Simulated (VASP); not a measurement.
Runs of VASP 6.6.1 on YbGe2. The structure is that of space group P6/mmm (No. 191), or close to it. The cells are those of the table. 

```csv
task,cell,cutoff (eV),gap on the mesh (eV),pressure (GPa)
relaxation of shape and atoms at fixed volume,"relaxed from a = 4.249, b = 4.249, c = 3.827 Å, angles 90.0, 90.0, 120.0°, 3 atoms",600,none,2.3
single point,"a = 4.255, b = 4.255, c = 3.817 Å, angles 90.0, 90.0, 120.0°, 3 atoms",520,none,0.8
single point,"a = 4.321, b = 4.321, c = 3.932 Å, angles 90.0, 90.0, 120.0°, 3 atoms",520,none,-28.3
single point,"a = 4.278, b = 4.278, c = 3.854 Å, angles 90.0, 90.0, 120.0°, 3 atoms",520,none,0.2
single point,"a = 4.343, b = 4.343, c = 3.970 Å, angles 90.0, 90.0, 120.0°, 3 atoms",520,none,(a)
```

Alike in all rows: level PBEsol; potentials or basis VASP PAW PBE potentials, release 64 (Yb, Ge_d); no spin polarisation; k mesh 10 × 10 × 8; smearing gaussian 0.05 eV.

Fill in the values left out.

(a) -1.9.

Caveats: the PAW data sets were made with another functional, which shifts forces and pressure a little; spin-orbit coupling is left out, which moves the levels of the heavy elements; the cell stands under tension (at least some runs).

A k mesh can miss the band edges, and the runs leave out spin-orbit coupling on Ge, Yb.

A gap of «none» marks levels without a gap at the run's occupations.
